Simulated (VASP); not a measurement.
A run of VASP 6.6.1 is set up as follows.

INCAR

```
ALGO     = Normal         # electronic algorithm
EDIFF    = 1E-6           # SCF threshold, eV
ENCUT    = 500            # plane-wave cutoff, eV
GGA      = PE             # functional
GGA_COMPAT= False        
ISIF     = 2              # what is computed and relaxed
ISMEAR   = 0              # smearing method
LASPH    = True           # aspherical terms in the spheres
LCHARG   = False          # write CHGCAR
LREAL    = False          # projectors in reciprocal space
LWAVE    = False          # write WAVECAR
NBANDS   = 26             # bands
NELM     = 120            # most SCF steps
PREC     = Accurate       # precision mode
SIGMA    = 0.2            # smearing width, eV
```

KPOINTS

```
k-points
0
Gamma
  6 6 4
```

Contents of POSCAR:

```
InSb
1.0
    5.0295613216      0.0000000000      0.0000000000
   -2.5147806608      4.3557278744      0.0000000000
    0.0000000000      0.0000000000      6.2057926258
In Sb
2 2
Direct
    0.3333333333      0.6666666667      0.2500000000
    0.6666666667      0.3333333333      0.7500000000
    0.6666666667      0.3333333333      0.2500000000
    0.3333333333      0.6666666667      0.7500000000
```

Potentials or basis: VASP PAW PBE potentials, release 64 (In_d, Sb).

The run is started by

```bash
$ cat potpaw_PBE.64/In_d/POTCAR potpaw_PBE.64/Sb/POTCAR > POTCAR
$ mpirun -np 1 vasp_std > vasp.out
```

Task: What does it give for the pressure?

Result: 1.3 GPa.

Task: Estimate the band gap on the k mesh.

Result: Zero (bands 18 and 19 overlap by 1.15 eV).

Stress tensor (GPa, compression positive):
```
1.52 0.00 0.00
0.00 1.52 0.00
0.00 0.00 0.95
```

Caveat: spin-orbit coupling is left out, which moves the levels of the heavy elements.
